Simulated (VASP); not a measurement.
# Cl (Fd-3m) in VASP: a series of runs, part 2 of 2

VASP 6.6.1. The steps go on from the part before.

## 4. Single point, PBE

This run uses another cell than the first one, of 25.33 Å³/atom.

Contents of INCAR:

```
PREC = Accurate ; ENCUT = 500
EDIFF = 1E-6 ; ISMEAR = -1
SIGMA = 0.01 ; LREAL = False
LASPH = True ; NELM = 120
ALGO = Normal ; ISIF = 2
LWAVE = False ; LCHARG = False
GGA = PE ; NBANDS = 14
GGA_COMPAT = False
```

Contents of KPOINTS:

```
Automatic mesh
0
Gamma
  5 5 5
```

Contents of POSCAR:

```
Cl
1.0
    0.0000000000      2.9368014886      2.9368014886
    2.9368014886      0.0000000000      2.9368014886
    2.9368014886      2.9368014886      0.0000000000
Cl
2
Direct
    1.0000000000      1.0000000000      1.0000000000
    0.2500000000      0.2500000000      0.2500000000
```

Potentials or basis: VASP PAW PBE potentials, release 64 (Cl).

Run with:

```
> cat potpaw_PBE.64/Cl/POTCAR > POTCAR
> mpirun -np 1 vasp_std > vasp.out
```

OUTCAR:

```text
PREC = Accurate
   ENCUT = 500
   EDIFF = 1E-6
   ISMEAR = -1
   LREAL = False
   LASPH = True
   NELM = 120
   ISIF = 2
   GGA = PE

 ion  position               nearest neighbor table
   1  0.000  0.000  0.000-   2 2.54   2 2.54   2 2.54   2 2.54
   2  0.250  0.250  0.250-   1 2.54   1 2.54   1 2.54   1 2.54

  LATTYP: Found a face centered cubic cell.
 ALAT       =     5.8736029772

  Lattice vectors:

 A1 = (   0.0000000000,   2.9368014886,   2.9368014886)
 A2 = (   2.9368014886,   0.0000000000,   2.9368014886)
 A3 = (   2.9368014886,   2.9368014886,   0.0000000000)

Analysis of symmetry for initial positions (statically):
=====================================================================
 Subroutine PRICEL returns:
 Original cell was already a primitive cell.

 Routine SETGRP: Setting up the symmetry group for a
 face centered cubic supercell.

 Subroutine GETGRP returns: Found 48 space group operations
 (whereof 24 operations were pure point group operations)
 out of a pool of 48 trial point group operations.

The static configuration has the point symmetry T_d .
 The point group associated with its full space group is O_h .

Analysis of symmetry for dynamics (positions and initial velocities):
=====================================================================
 Subroutine PRICEL returns:
 Original cell was already a primitive cell.

 Routine SETGRP: Setting up the symmetry group for a
 face centered cubic supercell.

 Subroutine GETGRP returns: Found 48 space group operations
 (whereof 24 operations were pure point group operations)
 out of a pool of 48 trial point group operations.

The dynamic configuration has the point symmetry T_d .
 The point group associated with its full space group is O_h .

 Subroutine INISYM returns: Found 48 space group operations
 (whereof 24 operations are pure point group operations),
 and found     1 'primitive' translations

----------------------------------------------------------------------------------------

                                     Primitive cell

  volume of cell :      50.6587

  direct lattice vectors                    reciprocal lattice vectors
     0.000000000  2.936801489  2.936801489    -0.170253251  0.170253251  0.170253251
     2.936801489  0.000000000  2.936801489     0.170253251 -0.170253251  0.170253251
     2.936801489  2.936801489  0.000000000     0.170253251  0.170253251 -0.170253251

  length of vectors
     4.153264495  4.153264495  4.153264495     0.294887280  0.294887280  0.294887280

  position of ions in fractional coordinates (direct lattice)
     0.000000000  0.000000000  0.000000000
     0.250000000  0.250000000  0.250000000

  ion indices of the primitive-cell ions
   primitive index   ion index
                 1           1
                 2           2

----------------------------------------------------------------------------------------

 KPOINTS: Automatic mesh

Automatic generation of k-mesh.
 Grid dimensions read from file:
[... 27 lines left out ...]
 -0.400000  0.200000  0.000000     24.000000
 -0.200000  0.200000  0.000000     12.000000
  0.400000  0.400000  0.000000      6.000000
 -0.400000  0.400000  0.000000     12.000000
 -0.400000  0.400000  0.200000     24.000000
   k-points           NKPTS =     10   k-points in BZ     NKDIM =     10   number of bands    NBANDS=     14
   number of dos      NEDOS =    301   number of ions     NIONS =      2
   total plane-waves  NPLWV =  27000
   dimension x,y,z NGX =    30 NGY =   30 NGZ =   30
   dimension x,y,z NGXF=    60 NGYF=   60 NGZF=   60
   ions per type =               2
   NGX,Y,Z   is equivalent  to a cutoff of  12.01, 12.01, 12.01 a.u.
   NGXF,Y,Z  is equivalent  to a cutoff of  24.02, 24.02, 24.02 a.u.
 SYSTEM =  unknown system
   PREC   = accura    normal or accurate (medium, high low for compatibility)
   ISTART =      0    job   : 0-new  1-cont  2-samecut
   ICHARG =      2    charge: 1-file 2-atom 10-const
   ISPIN  =      1    spin polarized calculation?
   LNONCOLLINEAR =      F non collinear calculations
   LSORBIT =      F    spin-orbit coupling
   LASPH  =      T    aspherical Exc in radial PAW
   ENCUT  =  500.0 eV  36.75 Ry    6.06 a.u.   7.57  7.57  7.57*2*pi/ulx,y,z
   NELM   =    120;   NELMIN=  2; NELMDL= -5     # of ELM steps
   EDIFF  = 0.1E-05   stopping-criterion for ELM
   LREAL  =      F    real-space projection
   EDIFFG = 0.1E-04   stopping-criterion for IOM
   NSW    =      0    number of steps for IOM
   IBRION =     -1    ionic relax: 0-MD 1-quasi-New 2-CG
   NFREE  =      0    steps in history (QN), initial steepest desc. (CG)
   ISIF   =      2    stress and relaxation
   ISYM   =      2    0-nonsym 1-usesym 2-fastsym
   POTIM  = 0.5000    time-step for ionic-motion
   TEBEG  =    0.0;   TEEND  =   0.0 temperature during run
   PSTRESS=    0.0 pullay stress
   NELECT =      14.0000    total number of electrons
   NUPDOWN=      -1.0000    fix difference up-down
   EMIN   =  10.00;   EMAX   =-10.00  energy-range for DOS
   EFERMI =   0.00;   METHOD = LEGACY
   ISMEAR =    -1;   SIGMA  =   0.01  broadening in eV -4-tet -1-fermi 0-gaus
   EFERMI_NEDOS =   21; number of points for ismear=-14 and -15
   IALGO  =     38    algorithm
   IMIX   =      4    mixing-type and parameters
     AMIX     =   0.40;   BMIX     =  1.00
     AMIX_MAG =   1.60;   BMIX_MAG =  1.00
  volume/ion in A,a.u.               =      25.33       170.93
  Fermi-wavevector in a.u.,A,eV,Ry     =   1.066350  2.015108 15.471203  1.137101
  Thomas-Fermi vector in A             =   2.201931
   LORBIT       =      0    0 simple, 1 ext, 2 COOP (PROOUT), +10 PAW based schemes
   GGA     = PE    functional components
   LHFCALC =     F    Hartree Fock is set to
   AEXX    =    0.0000 exact exchange contribution
   IVDW    =     0    specifies the selected vdW correction
   LEPSILON=     F    determine dielectric tensor
   LRPA    =     F    only Hartree local field effects (RPA)
 non-spin polarized calculation
  energy-cutoff  :      500.00
  volume of cell :       50.66
 maximum number of plane-waves:      1307
 NGX is ok and might be reduce to    30
   NGX = 15   NGY = 15   NGZ = 15

 number of electron      14.0000002 magnetization

 Free energy of the ion-electron system (eV)
  ---------------------------------------------------
  ext. energy  EPLUGINS =         0.00000000
  ---------------------------------------------------
  free energy    TOTEN  =        -1.58955650 eV

  energy without entropy =       -1.58723850  energy(sigma->0) =       -1.58839750

 E-fermi :   1.4896     XC(G=0):  -8.2418

 val. band max:        1.3518687671   @ k =   0.4000   0.0000   0.0000
 cond. band min:       1.4984490966   @ k =   0.4000   0.2000   0.0000
 fundamental gap:      0.1465803295
 Fermi energy:         1.4895760779

 k-point     1 :       0.0000    0.0000    0.0000
  band No.  band energies     occupation
      1     -15.4677      2.00000
      2     -11.1200      2.00000
      3      -2.5377      2.00000
      4      -2.5377      2.00000
      5      -2.5377      2.00000
      6       0.0297      2.00000
      7       0.0297      2.00000
      8       0.0297      2.00000
      9       7.6779      0.00000
     10      11.2505      0.00000
     11      11.2505      0.00000
     12      13.4695      0.00000
     13      13.4695      0.00000
     14      13.4695      0.00000
[... 139 lines left out ...]
      1     -14.1223      2.00000
      2     -13.1045      2.00000
      3      -4.0139      2.00000
      4      -3.6686      2.00000
      5      -1.2588      2.00000
      6      -0.2399      2.00000
      7       1.6526      0.00000
      8       1.7882      0.00000
      9       9.0427      0.00000
     10       9.2026      0.00000
     11      12.2649      0.00000
     12      13.8859      0.00000
     13      15.0510      0.00000
     14      15.0844      0.00000

------------------------ aborting loop because EDIFF is reached ----------------------------------------

  FORCE on cell =-STRESS in cart. coord.  units (eV):
  Direction    XX          YY          ZZ          XY          YZ          ZX
  --------------------------------------------------------------------------------------
  -------------------------------------------------------------------------------------
  Total        3.1211288      3.1211288      3.1211288     -0.0000000     -0.0000000     -0.0000000
  in kB       98.7116716     98.7116716     98.7116716     -0.0000000     -0.0000000     -0.0000000
  external PRESSURE =      98.7116716 kB  Pullay stress =       0.0000000 kB

 VOLUME and BASIS-vectors are now :
 -----------------------------------------------------------------------------
  energy-cutoff  :      500.00
  volume of cell :       50.66
      direct lattice vectors                 reciprocal lattice vectors
     0.000000000  2.936801489  2.936801489    -0.170253251  0.170253251  0.170253251
     2.936801489  0.000000000  2.936801489     0.170253251 -0.170253251  0.170253251
     2.936801489  2.936801489  0.000000000     0.170253251  0.170253251 -0.170253251

 POSITION                                       TOTAL-FORCE (eV/Angst)
 -----------------------------------------------------------------------------------
      0.00000      0.00000      0.00000        -0.000000      0.000000     -0.000000
      1.46840      1.46840      1.46840         0.000000     -0.000000      0.000000
 -----------------------------------------------------------------------------------
    total drift:                                0.000000     -0.000000      0.000000

  FREE ENERGIE OF THE ION-ELECTRON SYSTEM (eV)
  ---------------------------------------------------
  free  energy   TOTEN  =        -1.5895564982 eV

  energy  without entropy=       -1.5872385043  energy(sigma->0) =       -1.58839750
```

stdout:

```text
POSCAR found type information on POSCAR Cl
 POSCAR found :  1 types and       2 ions
 scaLAPACK will be used
 LDA part: xc-table for (Slater+PW92), standard interpolation
 POSCAR, INCAR and KPOINTS ok, starting setup
 FFT: planning ... GRIDC
 FFT: planning ... GRID_SOFT
 FFT: planning ... GRID
 WAVECAR not read
 entering main loop
```

Wall time 11 s (1 thread of AMD EPYC 7R43 (Zen 3), shared host); peak memory 0.12 GiB.

What came out:

```yaml
Free_energy: -1.5896 eV
Pressure: 9.9 GPa
Band_gap_on_the_k_mesh: zero (bands 7 and 8 overlap by 1.87 eV)
```

Caveat: the k points lie up to 0.37 Å⁻¹ apart, too coarse for converged energies and pressures of a metal.

## 5. Summary

```tsv
cell	gap on the mesh (eV)	pressure (GPa)
a = 3.966 Å, angles 60.0°, 2 atoms	none	19.8
a = 3.831 Å, angles 60.0°, 2 atoms	none	29.8
a = 4.153 Å, angles 60.0°, 2 atoms	none	9.9
```

Alike in all rows: task single point; level PBE; potentials or basis VASP PAW PBE potentials, release 64 (Cl); no spin polarisation; k mesh 5 × 5 × 5; cutoff (eV) 500; smearing fermi-dirac 0.01 eV.

Caveats: all runs use coarse meshes.

Total energies depend on the potentials used, so only differences within one code and one set of settings carry meaning.
